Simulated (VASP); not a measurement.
Hf, 1 atom in the cell. It takes space group Fm-3m (No. 225, cubic). The conventional cell has a = 4.538 Å, b = 4.538 Å, c = 4.538 Å, α = 90.00°, β = 90.00°, γ = 90.00°. Within 4.2 Å of Hf (site symmetry m-3m) lie 12 Hf at 3.21 Å.  This cell differs from its parent crystal: volume scaled by 1.04.

| Property | Result |
| --- | --- |
| Program | VASP 6.6.1 |
| Task | single point |
| Functional | r2SCAN |
| Potentials or basis | VASP PAW PBE potentials, release 64 (Hf_pv) |
| Cutoff | 520 eV |
| k mesh | 14 × 14 × 14 |
| Occupations | fermi-dirac, width 0.1 eV |
| Spin | no spin polarisation |
| Dipole correction | no |
| Further INCAR settings | ALGO = Normal; EDIFF = 1e-06; NBANDS = 11 |

Potentials or basis: VASP PAW PBE potentials, release 64 (Hf_pv).

The run is started by

```console
$ cat potpaw_PBE.64/Hf_pv/POTCAR > POTCAR
$ cp INCAR.step1 INCAR
$ mpirun -np 1 vasp_std > vasp.out
$ cp INCAR.step2 INCAR
$ mpirun -np 1 vasp_std > vasp.out
```

Hardware: 1 thread of Intel(R) Xeon(R) 6975P-C (Granite Rapids) (shared host).

Task: Estimate the wall time of this run.

Result: It took 30 s on 1 thread of Intel(R) Xeon(R) 6975P-C (Granite Rapids) (shared host), peak memory 0.16 GiB. Counts: k points 104.
